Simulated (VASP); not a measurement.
# GaMo (P-43m) in VASP: relaxation of cell and atoms with PBE

Aim: the relaxation of cell and atoms of GaMo with PBE.

All numbers are computed with VASP 6.6.1; they aren't measurements. Logs are shortened: lines on timing, memory, paths and dates and some standing lists are left out, and cuts for length are marked.

### 1 The cell of the first run

It takes space group P-43m (No. 215, cubic). Conventional cell: a = 5.458 Å, b = 5.458 Å, c = 5.458 Å, α = 90.00°, β = 90.00°, γ = 90.00°. Ga (site symmetry 3m) has 4 Mo at 2.43 to 2.56 Å within 3.2 Å. Mo (site symmetry -43m) has 4 Ga at 2.56 Å and 6 Mo at 2.73 Å within 3.4 Å. Mo (site symmetry -42m) has 4 Ga at 2.43 Å and 2 Mo at 2.73 Å within 3.2 Å.

The cell was generated, and may not be a known phase.

### 2 Relaxation of cell and atoms, PBE

Contents of INCAR:

```
PREC = Accurate
ENCUT = 600
EDIFF = 1E-7
ISMEAR = 0
SIGMA = 0.2
LREAL = F
LASPH = T
NELM = 60
ALGO = Fast
ISIF = 3
LWAVE = F
LCHARG = F
GGA = PE
IBRION = 2
NSW = 36
EDIFFG = -0.08
```

Contents of KPOINTS:

```
regular mesh
0
Gamma
  3 3 3
```

Contents of POSCAR:

```
GaMo
1.0
    5.4578159700      0.0000000000      0.0000000000
    0.0000000000      5.4578159700      0.0000000000
    0.0000000000      0.0000000000      5.4578159700
Ga Mo
4 4
Direct
    0.7296133400      0.7296133400      0.7296133400
    0.2703866600      0.2703866600      0.7296133400
    0.2703866600      0.7296133400      0.2703866600
    0.7296133400      0.2703866600      0.2703866600
    0.0000000000      0.0000000000      0.0000000000
    0.5000000000      0.0000000000      0.0000000000
    0.0000000000      0.5000000000      0.0000000000
    0.0000000000      0.0000000000      0.5000000000
```

Potentials or basis: VASP PAW PBE potentials, release 64 (Ga_d, Mo_sv).

Started as:

```bash
$ cat potpaw_PBE.64/Ga_d/POTCAR potpaw_PBE.64/Mo_sv/POTCAR > POTCAR
$ mpirun -np 1 vasp_std > vasp.out
```

OUTCAR:

```text
PREC = Accurate
   ENCUT = 600
   EDIFF = 1E-7
   ISMEAR = 0
   LREAL = F
   LASPH = T
   NELM = 60
   ISIF = 3
   GGA = PE
   IBRION = 2
   NSW = 36
   EDIFFG = -0.08

 ion  position               nearest neighbor table
   1  0.730  0.730  0.730-   6 2.43   7 2.43   8 2.43   5 2.56
   2  0.270  0.270  0.730-   6 2.43   7 2.43   8 2.43   5 2.56
   3  0.270  0.730  0.270-   6 2.43   7 2.43   8 2.43   5 2.56
   4  0.730  0.270  0.270-   6 2.43   7 2.43   8 2.43   5 2.56
   5  0.000  0.000  0.000-   1 2.56   2 2.56   3 2.56   4 2.56   6 2.73   7 2.73   8 2.73   8 2.73
                             7 2.73   6 2.73
   6  0.500  0.000  0.000-   1 2.43   2 2.43   3 2.43   4 2.43   5 2.73   5 2.73
   7  0.000  0.500  0.000-   1 2.43   2 2.43   3 2.43   4 2.43   5 2.73   5 2.73
   8  0.000  0.000  0.500-   1 2.43   2 2.43   3 2.43   4 2.43   5 2.73   5 2.73

  LATTYP: Found a simple cubic cell.
 ALAT       =     5.4578159700

  Lattice vectors:

 A1 = (   5.4578159700,   0.0000000000,   0.0000000000)
 A2 = (   0.0000000000,   5.4578159700,   0.0000000000)
 A3 = (   0.0000000000,   0.0000000000,   5.4578159700)

Analysis of symmetry for initial positions (statically):
=====================================================================
 Subroutine PRICEL returns:
 Original cell was already a primitive cell.

 Routine SETGRP: Setting up the symmetry group for a
 simple cubic supercell.

 Subroutine GETGRP returns: Found 24 space group operations
 (whereof 24 operations were pure point group operations)
 out of a pool of 48 trial point group operations.

The static configuration has the point symmetry T_d .

Analysis of symmetry for dynamics (positions and initial velocities):
=====================================================================
 Subroutine PRICEL returns:
 Original cell was already a primitive cell.

 Routine SETGRP: Setting up the symmetry group for a
 simple cubic supercell.

 Subroutine GETGRP returns: Found 24 space group operations
 (whereof 24 operations were pure point group operations)
 out of a pool of 48 trial point group operations.

The dynamic configuration has the point symmetry T_d .

 Subroutine INISYM returns: Found 24 space group operations
 (whereof 24 operations are pure point group operations),
 and found     1 'primitive' translations

----------------------------------------------------------------------------------------

                                     Primitive cell

  volume of cell :     162.5761

[... 69 lines left out ...]
 SYSTEM =  unknown system
   PREC   = accura    normal or accurate (medium, high low for compatibility)
   ISTART =      0    job   : 0-new  1-cont  2-samecut
   ICHARG =      2    charge: 1-file 2-atom 10-const
   ISPIN  =      1    spin polarized calculation?
   LNONCOLLINEAR =      F non collinear calculations
   LSORBIT =      F    spin-orbit coupling
   LASPH  =      T    aspherical Exc in radial PAW
   ENCUT  =  600.0 eV  44.10 Ry    6.64 a.u.  10.90 10.90 10.90*2*pi/ulx,y,z
   NELM   =     60;   NELMIN=  2; NELMDL= -5     # of ELM steps
   EDIFF  = 0.1E-06   stopping-criterion for ELM
   LREAL  =      F    real-space projection
   EDIFFG = -.8E-01   stopping-criterion for IOM
   NSW    =     36    number of steps for IOM
   IBRION =      2    ionic relax: 0-MD 1-quasi-New 2-CG
   NFREE  =      1    steps in history (QN), initial steepest desc. (CG)
   ISIF   =      3    stress and relaxation
   ISYM   =      2    0-nonsym 1-usesym 2-fastsym
   POTIM  = 0.5000    time-step for ionic-motion
   TEBEG  =    0.0;   TEEND  =   0.0 temperature during run
   PSTRESS=    0.0 pullay stress
   NELECT =     108.0000    total number of electrons
   NUPDOWN=      -1.0000    fix difference up-down
   EMIN   =  10.00;   EMAX   =-10.00  energy-range for DOS
   EFERMI =   0.00;   METHOD = LEGACY
   ISMEAR =     0;   SIGMA  =   0.20  broadening in eV -4-tet -1-fermi 0-gaus
   EFERMI_NEDOS =   21; number of points for ismear=-14 and -15
   IALGO  =     68    algorithm
   IMIX   =      4    mixing-type and parameters
     AMIX     =   0.40;   BMIX     =  1.00
     AMIX_MAG =   1.60;   BMIX_MAG =  1.00
  volume/ion in A,a.u.               =      20.32       137.14
  Fermi-wavevector in a.u.,A,eV,Ry     =   1.428446  2.699372 27.762121  2.040458
  Thomas-Fermi vector in A             =   2.548507
   LORBIT       =      0    0 simple, 1 ext, 2 COOP (PROOUT), +10 PAW based schemes
   GGA     = PE    functional components
   LHFCALC =     F    Hartree Fock is set to
   AEXX    =    0.0000 exact exchange contribution
   IVDW    =     0    specifies the selected vdW correction
   LEPSILON=     F    determine dielectric tensor
   LRPA    =     F    only Hartree local field effects (RPA)
 conjugate gradient relaxation of ions
 non-spin polarized calculation
 RMM-DIIS sequential band-by-band and
 Gauss-broadening in eV      SIGMA  =   0.20
  energy-cutoff  :      600.00
  volume of cell :      162.58
 maximum number of plane-waves:      5454
 NGX is ok and might be reduce to    48
   NGX = 21   NGY = 21   NGZ = 21

--------------------------------------- Ionic step        1  -------------------------------------------

 number of electron     108.0000024 magnetization

 Free energy of the ion-electron system (eV)
  ---------------------------------------------------
  ext. energy  EPLUGINS =         0.00000000
  ---------------------------------------------------
  free energy    TOTEN  =       -45.70311929 eV

  energy without entropy =      -45.52708674  energy(sigma->0) =      -45.61510301

------------------------ aborting loop because EDIFF is reached ----------------------------------------

  FORCE on cell =-STRESS in cart. coord.  units (eV):
  Direction    XX          YY          ZZ          XY          YZ          ZX
  --------------------------------------------------------------------------------------
  -------------------------------------------------------------------------------------
  Total        9.9396337      9.9396337      9.9396337      0.0000000      0.0000000     -0.0000000
  in kB       97.9544785     97.9544785     97.9544785      0.0000000      0.0000000     -0.0000000
  external PRESSURE =      97.9544785 kB  Pullay stress =       0.0000000 kB
[... 239 lines left out ...]
--------------------------------------- Ionic step        7  -------------------------------------------

 number of electron     107.9999956 magnetization

 Free energy of the ion-electron system (eV)
  ---------------------------------------------------
  ext. energy  EPLUGINS =         0.00000000
  ---------------------------------------------------
  free energy    TOTEN  =       -49.37006813 eV

  energy without entropy =      -49.19833647  energy(sigma->0) =      -49.28420230

 E-fermi :   7.7154     XC(G=0): -11.6789

 val. band max:        7.6047724651   @ k =   0.3333   0.3333   0.3333
 cond. band min:       7.8161152093   @ k =   0.3333   0.0000   0.0000
 fundamental gap:      0.2113427442
 Fermi energy:         7.7154245565

 k-point     1 :       0.0000    0.0000    0.0000
  band No.  band energies     occupation
      1     -53.4312      2.00000
      2     -53.0217      2.00000
      3     -53.0217      2.00000
      4     -52.9767      2.00000
      5     -28.0254      2.00000
      6     -28.0254      2.00000
[... 292 lines left out ...]
  FREE ENERGIE OF THE ION-ELECTRON SYSTEM (eV)
  ---------------------------------------------------
  free  energy   TOTEN  =       -49.3700681285 eV

  energy  without entropy=      -49.1983364717  energy(sigma->0) =      -49.28420230

 reached required accuracy - stopping structural energy minimisation
```

OSZICAR:

```text
N       E                     dE             d eps       ncg     rms          rms(c)
DAV:   1     0.182423992361E+04    0.18242E+04   -0.56050E+04   584   0.296E+03
DAV:   2     0.236219842659E+03   -0.15880E+04   -0.15337E+04   544   0.922E+02
DAV:   3    -0.239239580584E+02   -0.26014E+03   -0.24695E+03   560   0.285E+02
[... 188 lines left out ...]
RMM:  19    -0.493700685932E+02    0.89843E-06   -0.15176E-06   470   0.270E-03    0.419E-03
RMM:  20    -0.493700683913E+02    0.20187E-06   -0.89972E-07   434   0.197E-03    0.320E-03
RMM:  21    -0.493700682579E+02    0.13342E-06   -0.45868E-07   412   0.171E-03    0.257E-03
RMM:  22    -0.493700681519E+02    0.10601E-06   -0.49294E-07   416   0.165E-03    0.166E-03
RMM:  23    -0.493700681285E+02    0.23374E-07   -0.27104E-07   391   0.139E-03
   7 F= -.49370068E+02 E0= -.49284202E+02  d E =-.268882E+01
```

CONTCAR:

```text
GaMo
   1.00000000000000
     5.2756944477875489    0.0000000000000000    0.0000000000000000
    -0.0000000000000000    5.2756944477875489   -0.0000000000000000
    -0.0000000000000000   -0.0000000000000000    5.2756944477875489
  Ga              Mo
     4     4
Direct
     0.6773837016997681    0.6773837016997681    0.6773837016997681
     0.3226162983002321    0.3226162983002321    0.6773837016997681
     0.3226162983002321    0.6773837016997681    0.3226162983002321
     0.6773837016997681    0.3226162983002321    0.3226162983002320
     0.0000000000000000    0.0000000000000000    0.0000000000000000
     0.5000000000000000    0.0000000000000000    0.0000000000000000
     0.0000000000000000    0.5000000000000000    0.0000000000000000
     0.0000000000000000    0.0000000000000000    0.5000000000000000

  0.00000000E+00  0.00000000E+00  0.00000000E+00
  0.00000000E+00  0.00000000E+00  0.00000000E+00
  0.00000000E+00  0.00000000E+00  0.00000000E+00
  0.00000000E+00  0.00000000E+00  0.00000000E+00
  0.00000000E+00  0.00000000E+00  0.00000000E+00
  0.00000000E+00  0.00000000E+00  0.00000000E+00
  0.00000000E+00  0.00000000E+00  0.00000000E+00
  0.00000000E+00  0.00000000E+00  0.00000000E+00
```

It took 19 min on 1 thread of Intel Xeon Platinum 8259CL at 2.50GHz (Skylake/Cascade Lake), shared host; peak memory 0.36 GiB.

What came out:

```
Free energy                           : -49.3701 eV
Relaxed volume                        : 18.35 Å³/atom
Relaxed cell                          : a = 5.276 Å, b = 5.276 Å, c = 5.276 Å, α = 90.00°, β = 90.00°, γ = 90.00°
Space group after relaxing (to 0.1 Å) : P-43m (No. 215)
Energy gained by relaxing             : 458.4 meV/atom
Ionic steps                           : 7
Pressure after relaxing               : -0.6 GPa
Largest force after relaxing          : 0.022 eV/Å
Band gap on the k mesh                : zero (bands 54 and 55 overlap by 0.85 eV)
```

Forces in eV/Å, atoms in the order of the input:
```
Ga  -0.013 -0.013 -0.013
Ga   0.013  0.013 -0.013
Ga   0.013 -0.013  0.013
Ga  -0.013  0.013  0.013
Mo   0.000  0.000  0.000
Mo   0.000  0.000  0.000
Mo   0.000  0.000  0.000
Mo   0.000  0.000  0.000
```

The path:
| step | energy change (eV) | largest force (eV/Å) | pressure (GPa) | volume (Å³) |
| --- | --- | --- | --- | --- |
| 1 | 0.0000 | 3.2350 | 9.80 | 162.58 |
| 2 | -0.4080 | 0.3461 | -12.00 | 193.60 |
| 3 | -0.9781 | 1.3720 | -4.89 | 178.95 |
| 4 | -1.7822 | 1.4194 | -5.08 | 170.91 |
| 5 | -3.6482 | 0.2637 | -1.27 | 148.23 |
| 6 | -3.5670 | 0.8942 | 1.93 | 143.06 |
| 7 | -3.6669 | 0.0224 | -0.55 | 146.84 |

Final structure:
```
CELL_PARAMETERS angstrom
5.27569 0.00000 0.00000
0.00000 5.27569 0.00000
0.00000 0.00000 5.27569
ATOMIC_POSITIONS crystal
Ga 0.67738 0.67738 0.67738
Ga 0.32262 0.32262 0.67738
Ga 0.32262 0.67738 0.32262
Ga 0.67738 0.32262 0.32262
Mo 0.00000 0.00000 0.00000
Mo 0.50000 0.00000 0.00000
Mo 0.00000 0.50000 0.00000
Mo 0.00000 0.00000 0.50000
```

Caveat: the k points lie up to 0.40 Å⁻¹ apart in the final cell, too coarse for converged energies and pressures of a metal.

The gap in the log of VASP goes by the Fermi energy; the results here count the filled bands.